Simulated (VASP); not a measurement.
Here is a VASP 6.6.1 calculation.

The input POSCAR:

```
AlNi
1.0
    2.8810000000      0.0000000000      0.0000000000
    0.0000000000      2.8810000000      0.0000000000
    0.0000000000      0.0000000000      2.8810000000
Ni Al
1 1
Direct
    0.5000000000      0.5000000000      0.5000000000
    0.0000000000      0.0000000000      0.0000000000
```

File INCAR.step1:

```
SYSTEM = AlNi
PREC = Accurate ; ENCUT = 520
ISMEAR = -1 ; SIGMA = 0.05
LREAL = .FALSE. ; LASPH = .TRUE.
NELM = 150 ; ISPIN = 2
MAGMOM = 1 0 ; LMAXMIX = 4
NBANDS = 18 ; GGA = PE
ALGO = Normal ; EDIFF = 1E-4
LWAVE = .TRUE. ; LCHARG = .FALSE.
```

The input INCAR.step2:

```
SYSTEM = AlNi
PREC = Accurate ; ENCUT = 520
EDIFF = 1E-6 ; ISMEAR = -1
SIGMA = 0.05 ; LREAL = .FALSE.
LASPH = .TRUE. ; NELM = 150
ALGO = Normal ; ISIF = 2
LWAVE = .FALSE. ; LCHARG = .FALSE.
ISPIN = 2 ; MAGMOM = 1 0
LORBIT = 11 ; LMAXMIX = 4
METAGGA = R2SCAN ; LMIXTAU = .TRUE.
NBANDS = 18 ; ISTART = 1
```

KPOINTS

```
regular mesh
0
G
  9 9 9
  0 0 0
```

Potentials or basis: VASP PAW PBE potentials, release 64 (Ni, Al).

Run with:

```console
$ cat potpaw_PBE.64/Ni/POTCAR potpaw_PBE.64/Al/POTCAR > POTCAR
$ cp INCAR.step1 INCAR
$ mpirun -np 1 vasp_std > vasp.out
$ cp INCAR.step2 INCAR
$ mpirun -np 1 vasp_std > vasp.out
```

Predict the net moment.

0.00 μB per cell.

Predict the pressure.

-3.4 GPa.

Caveat: the PAW data sets were made with another functional, which shifts forces and pressure a little.
